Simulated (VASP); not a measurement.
# Si16B (a cell with a defect) in VASP: relaxation of the atoms with PBE+D3(BJ)

Aim: the relaxation of the atoms of Si16B (a cell with a defect) with PBE+D3(BJ).

Everything below comes from runs of VASP 6.6.1. Logs are shortened: lines on timing, memory, paths and dates and some standing lists are left out, and cuts for length are marked.

**1. The cell of the first run**

The cell holds a defect, 17 atoms: a = 7.679 Å, b = 7.679 Å, c = 7.679 Å, α = 60.00°, β = 60.00°, γ = 60.00°.

**2. Relaxation of the atoms, PBE+D3(BJ), collinear spin**

Contents of INCAR:

```
SYSTEM = Si16B
PREC = Accurate ; ENCUT = 520
EDIFF = 1E-6 ; ISMEAR = -1
SIGMA = 0.02 ; LREAL = Auto
LASPH = .True. ; NELM = 150
ALGO = Normal ; ISIF = 2
LWAVE = .False. ; LCHARG = .False.
ISPIN = 2 ; MAGMOM = 0 0 0 0 0 0 0 0 0 0 0 0 0 0 0 0 1
LORBIT = 11 ; GGA = PE
IVDW = 12 ; IBRION = 2
NSW = 45 ; EDIFFG = -0.08
KPAR = 2
```

Contents of KPOINTS:

```
Automatic mesh
0
Gamma
  2 2 2
  0 0 0
```

Contents of POSCAR:

```
Si16B
1.0
    0.0000000000      5.4300000000      5.4300000000
    5.4300000000      0.0000000000      5.4300000000
    5.4300000000      5.4300000000      0.0000000000
Si B
16 1
Direct
    0.0000000000      0.0000000000      0.0000000000
    0.1250000000      0.1250000000      0.1250000000
    0.0000000000      0.0000000000      0.5000000000
    0.1250000000      0.1250000000      0.6250000000
    0.0000000000      0.5000000000      0.0000000000
    0.1250000000      0.6250000000      0.1250000000
    0.0000000000      0.5000000000      0.5000000000
    0.1250000000      0.6250000000      0.6250000000
    0.5000000000      0.0000000000      0.0000000000
    0.6250000000      0.1250000000      0.1250000000
    0.5000000000      0.0000000000      0.5000000000
    0.6250000000      0.1250000000      0.6250000000
    0.5000000000      0.5000000000      0.0000000000
    0.6250000000      0.6250000000      0.1250000000
    0.5000000000      0.5000000000      0.5000000000
    0.6250000000      0.6250000000      0.6250000000
    0.3755173000      0.3764572000      0.3664604000
```

Potentials or basis: VASP PAW PBE potentials, release 64 (Si, B).

Command:

```
$ cat potpaw_PBE.64/Si/POTCAR potpaw_PBE.64/B/POTCAR > POTCAR
$ mpirun -np 4 vasp_std > vasp.out
```

OUTCAR:

```text
SYSTEM = Si16B
   PREC = Accurate
   ENCUT = 520
   EDIFF = 1E-6
   ISMEAR = -1
   LREAL = Auto
   LASPH = .True.
   NELM = 150
   ISIF = 2
   ISPIN = 2
   LORBIT = 11
   GGA = PE
   IVDW = 12
   IBRION = 2
   NSW = 45
   EDIFFG = -0.08
 IVDW          = 12

 ion  position               nearest neighbor table
   1  0.000  0.000  0.000-   2 2.35   4 2.35   6 2.35  10 2.35
   2  0.125  0.125  0.125-   1 2.35   3 2.35   5 2.35   9 2.35
   3  0.000  0.000  0.500-   2 2.35   4 2.35   8 2.35  12 2.35
   4  0.125  0.125  0.625-   1 2.35   3 2.35   7 2.35  11 2.35
   5  0.000  0.500  0.000-   2 2.35   6 2.35   8 2.35  14 2.35
   6  0.125  0.625  0.125-   1 2.35   5 2.35   7 2.35  13 2.35
   7  0.000  0.500  0.500-   4 2.35   6 2.35   8 2.35  16 2.35  17 2.36
   8  0.125  0.625  0.625-   3 2.35   5 2.35   7 2.35  15 2.35
   9  0.500  0.000  0.000-   2 2.35  10 2.35  12 2.35  14 2.35
  10  0.625  0.125  0.125-   1 2.35   9 2.35  11 2.35  13 2.35
  11  0.500  0.000  0.500-   4 2.35  10 2.35  12 2.35  16 2.35  17 2.36
  12  0.625  0.125  0.625-   3 2.35   9 2.35  11 2.35  15 2.35
  13  0.500  0.500  0.000-  17 2.30  10 2.35  14 2.35  16 2.35   6 2.35
  14  0.625  0.625  0.125-   5 2.35   9 2.35  13 2.35  15 2.35
  15  0.500  0.500  0.500-   8 2.35  12 2.35  14 2.35  16 2.35  17 2.39
  16  0.625  0.625  0.625-   7 2.35  11 2.35  13 2.35  15 2.35
  17  0.376  0.376  0.366-  13 2.30   7 2.36  11 2.36  15 2.39

  LATTYP: Found a face centered cubic cell.
 ALAT       =    10.8600000000

  Lattice vectors:

 A1 = (   0.0000000000,   5.4300000000,   5.4300000000)
 A2 = (   5.4300000000,   0.0000000000,   5.4300000000)
 A3 = (   5.4300000000,   5.4300000000,   0.0000000000)

Analysis of symmetry for initial positions (statically):
=====================================================================
 Subroutine PRICEL returns:
 Original cell was already a primitive cell.

 Routine SETGRP: Setting up the symmetry group for a
 face centered cubic supercell.

 Subroutine GETGRP returns: Found  1 space group operations
 (whereof  1 operations were pure point group operations)
 out of a pool of 48 trial point group operations.

The static configuration has the point symmetry C_1 .

Analysis of symmetry for dynamics (positions and initial velocities):
=====================================================================
 Subroutine PRICEL returns:
 Original cell was already a primitive cell.

 Routine SETGRP: Setting up the symmetry group for a
 face centered cubic supercell.

 Subroutine GETGRP returns: Found  1 space group operations
 (whereof  1 operations were pure point group operations)
 out of a pool of 48 trial point group operations.

The dynamic configuration has the point symmetry C_1 .

Analysis of structural, dynamic, and magnetic symmetry:
[... 138 lines left out ...]
   EFERMI =   0.00;   METHOD = LEGACY
   ISMEAR =    -1;   SIGMA  =   0.02  broadening in eV -4-tet -1-fermi 0-gaus
   EFERMI_NEDOS =   21; number of points for ismear=-14 and -15
   IALGO  =     38    algorithm
   IMIX   =      4    mixing-type and parameters
     AMIX     =   0.40;   BMIX     =  1.00
     AMIX_MAG =   1.60;   BMIX_MAG =  1.00
  volume/ion in A,a.u.               =      18.84       127.11
  Fermi-wavevector in a.u.,A,eV,Ry     =   0.971904  1.836632 12.852022  0.944597
  Thomas-Fermi vector in A             =   2.102159
   LORBIT       =     11    0 simple, 1 ext, 2 COOP (PROOUT), +10 PAW based schemes
   GGA     = PE    functional components
   LHFCALC =     F    Hartree Fock is set to
   AEXX    =    0.0000 exact exchange contribution
   IVDW    =    12    specifies the selected vdW correction
   LEPSILON=     F    determine dielectric tensor
   LRPA    =     F    only Hartree local field effects (RPA)
 conjugate gradient relaxation of ions
 spin polarized calculation
  energy-cutoff  :      520.00
  volume of cell :      320.21
 maximum number of plane-waves:      8646
 NGX is ok and might be reduce to    60
   NGX = 29   NGY = 29   NGZ = 29

--------------------------------------- Ionic step        1  -------------------------------------------

 number of electron      67.0000004 magnetization       0.0003088

 number of electron      67.0000004 magnetization      -0.0000414

 Free energy of the ion-electron system (eV)
  ---------------------------------------------------
  ext. energy  EPLUGINS =         0.00000000
  ---------------------------------------------------
  free energy    TOTEN  =       -88.53638704 eV

  energy without entropy =      -88.53142406  energy(sigma->0) =      -88.53390555

------------------------ aborting loop because EDIFF is reached ----------------------------------------

 Edisp (eV)   -5.34047

 E8    (eV) :    -2.1987
[... 162 lines left out ...]
 number of electron      67.0000001 magnetization       0.0000001

 number of electron      67.0000001 magnetization      -0.0000000

 Free energy of the ion-electron system (eV)
  ---------------------------------------------------
  ext. energy  EPLUGINS =         0.00000000
  ---------------------------------------------------
  free energy    TOTEN  =       -88.61878326 eV

  energy without entropy =      -88.61858707  energy(sigma->0) =      -88.61868517

 E-fermi :   6.3567     XC(G=0):  -9.5682

 val. band max:        6.2314645189   @ k =   0.5000   0.5000   0.5000
 cond. band min:       6.4801521928   @ k =   0.0000   0.0000   0.0000
 fundamental gap:      0.2486876739
 Fermi energy:         6.3566717906

 spin component 1

 k-point     1 :       0.0000    0.0000    0.0000
  band No.  band energies     occupation
      1      -6.2777      1.00000
      2      -3.8738      1.00000
      3      -3.8209      1.00000
      4      -3.8180      1.00000
      5      -3.7943      1.00000
      6      -2.4483      1.00000
[... 365 lines left out ...]
     43       9.6555      0.00000
     44      10.0431      0.00000
 Fermi energy:         6.3566717906

 spin component 2

 k-point     1 :       0.0000    0.0000    0.0000
  band No.  band energies     occupation
      1      -6.2777      1.00000
      2      -3.8738      1.00000
      3      -3.8209      1.00000
      4      -3.8180      1.00000
      5      -3.7943      1.00000
      6      -2.4483      1.00000
[... 413 lines left out ...]
  FREE ENERGIE OF THE ION-ELECTRON SYSTEM (eV)
  ---------------------------------------------------
  free  energy   TOTEN  =       -93.9587085334 eV

  energy  without entropy=      -93.9585123439  energy(sigma->0) =      -93.95861044

 reached required accuracy - stopping structural energy minimisation

 total charge

# of ion       s       p       d       tot
------------------------------------------
    1        0.742   0.955   0.000   1.697
    2        0.741   0.954   0.000   1.695
    3        0.741   0.957   0.000   1.698
    4        0.757   0.934   0.000   1.691
    5        0.742   0.956   0.000   1.697
    6        0.757   0.930   0.000   1.688
[... 9 lines left out ...]
   16        0.782   0.890   0.000   1.672
   17        0.825   0.763   0.000   1.588
--------------------------------------------------
tot         12.807  15.812   0.000  28.619

 magnetization (x)

# of ion       s       p       d       tot
------------------------------------------
    1        0.000  -0.000   0.000   0.000
    2        0.000   0.000   0.000   0.000
    3        0.000   0.000   0.000   0.000
    4       -0.000  -0.000   0.000  -0.000
    5       -0.000  -0.000   0.000  -0.000
    6       -0.000   0.000   0.000   0.000
[... 9 lines left out ...]
   16       -0.000  -0.000   0.000  -0.000
   17       -0.000   0.000   0.000   0.000
--------------------------------------------------
tot          0.000  -0.000   0.000  -0.000
```

OSZICAR:

```text
N       E                     dE             d eps       ncg     rms          rms(c)
DAV:   1     0.173346150494E+03    0.17335E+03   -0.25820E+04  1408   0.126E+03
DAV:   2    -0.733373799828E+02   -0.24668E+03   -0.23570E+03  1720   0.181E+02
DAV:   3    -0.894884692781E+02   -0.16151E+02   -0.15680E+02  1800   0.406E+01
[... 33 lines left out ...]
DAV:   1    -0.886182916155E+02   -0.40401E-02   -0.96669E-02  1424   0.121E+00    0.181E-01
DAV:   2    -0.886188086024E+02   -0.51699E-03   -0.69514E-03  1776   0.340E-01    0.575E-02
DAV:   3    -0.886187861360E+02    0.22466E-04   -0.25442E-04  1712   0.654E-02    0.315E-02
DAV:   4    -0.886187826022E+02    0.35339E-05   -0.43924E-05  1712   0.235E-02    0.137E-02
DAV:   5    -0.886187832611E+02   -0.65898E-06   -0.52739E-06  1632   0.881E-03
   4 F= -.93958709E+02 E0= -.93958610E+02  d E =-.481852E-02  mag=     0.0000
```

Wall time 5.7 min (4 MPI ranks of Intel Xeon Platinum 8488C (Sapphire Rapids), shared host); peak memory 0.44 GiB.

What came out:

```yaml
Free_energy: -93.9587 eV
Energy_gained_by_relaxing: 4.8 meV/atom
Ionic_steps: 4
Pressure_after_relaxing: 0.5 GPa
Largest_force_after_relaxing: 0.041 eV/Å
Net_moment: 0.00 μB per cell
Valence_electrons_inside_the_program's_atomic_spheres: Si 1.70, 1.69, 1.68, 1.67 (each value once); B 1.59
Dispersion_energy_per_atom: -0.314 eV
```

Forces on the atoms (eV/Å):
```
Si   0.026  0.026  0.019
Si   0.001  0.001  0.000
Si  -0.019 -0.019  0.020
Si   0.005  0.004 -0.029
Si  -0.016  0.023 -0.021
Si  -0.003 -0.020  0.004
Si   0.001 -0.007  0.001
Si   0.025  0.004 -0.005
Si   0.023 -0.016 -0.020
Si  -0.020 -0.003  0.004
Si  -0.006  0.000  0.001
Si   0.004  0.025 -0.004
Si  -0.012 -0.012  0.015
Si  -0.004 -0.003  0.019
Si  -0.005 -0.005  0.003
Si  -0.017 -0.019  0.003
B    0.018  0.020 -0.010
```

Step by step:
```csv
step,energy change (eV),largest force (eV/Å),pressure (GPa)
1,0.0000,0.6307,0.15
2,-0.0626,0.2630,0.31
3,-0.0770,0.1417,0.53
4,-0.0818,0.0412,0.49
```

Final structure:
```
Si B
1.0
     0.00000    5.43000    5.43000
     5.43000    0.00000    5.43000
     5.43000    5.43000    0.00000
Si B
16 1
Direct
  0.99966 0.99970 0.99925
  0.12498 0.12494 0.12536
  0.99926 0.99930 0.50188
  0.12286 0.12279 0.62703
  0.99955 0.50152 0.99912
  0.12242 0.62721 0.12307
  0.00854 0.49703 0.49763
  0.12314 0.62722 0.62703
  0.50154 0.99957 0.99909
  0.62720 0.12238 0.12311
  0.49704 0.00861 0.49757
  0.62720 0.12311 0.62702
  0.49761 0.49755 0.00761
  0.62723 0.62725 0.12336
  0.49693 0.49689 0.49738
  0.62515 0.62525 0.62392
  0.37521 0.37615 0.36702
```

Levels at points of the mesh, in eV from the Fermi level:
Spin up:
```tsv
k point	band 31	band 32	band 33	band 34	band 35	band 36
(0.00, 0.00, 0.00)	-0.40	-0.39	-0.38	0.12	0.15	0.20
(0.50, 0.00, 0.00)	-1.22	-1.08	-1.07	-0.16	0.98	1.06
(0.00, 0.50, 0.00)	-1.22	-1.08	-1.07	-0.16	0.98	1.06
(0.00, 0.00, 0.50)	-1.23	-1.07	-1.07	-0.21	0.99	1.03
(0.50, 0.50, 0.50)	-1.22	-1.08	-1.08	-0.13	1.00	1.06
(0.50, 0.50, 0.00)	-1.74	-1.64	-0.69	0.29	1.03	1.15
(0.00, 0.50, 0.50)	-1.73	-1.64	-0.69	0.30	1.04	1.15
(0.50, 0.00, 0.50)	-1.73	-1.64	-0.69	0.30	1.04	1.15
```
Spin down:
```csv
k point,band 30,band 31,band 32,band 33,band 34,band 35,band 36,band 37
"(0.00, 0.00, 0.00)",-1.53,-0.40,-0.39,-0.38,0.12,0.15,0.20,0.47
"(0.50, 0.00, 0.00)",-1.25,-1.22,-1.08,-1.07,-0.16,0.98,1.06,1.21
"(0.00, 0.50, 0.00)",-1.25,-1.22,-1.08,-1.07,-0.16,0.98,1.06,1.21
"(0.00, 0.00, 0.50)",-1.25,-1.23,-1.07,-1.07,-0.21,0.99,1.03,1.22
"(0.50, 0.50, 0.50)",-1.24,-1.22,-1.08,-1.08,-0.13,1.00,1.06,1.21
"(0.50, 0.50, 0.00)",-1.74,-1.74,-1.64,-0.69,0.29,1.03,1.15,1.17
"(0.00, 0.50, 0.50)",-1.75,-1.73,-1.64,-0.69,0.30,1.04,1.15,1.16
"(0.50, 0.00, 0.50)",-1.75,-1.73,-1.64,-0.69,0.30,1.04,1.15,1.16
```

Caveat: the k points lie up to 0.50 Å⁻¹ apart; the relaxation stopped at a loose force limit of 0.08 eV/Å, so its end isn't a converged minimum.
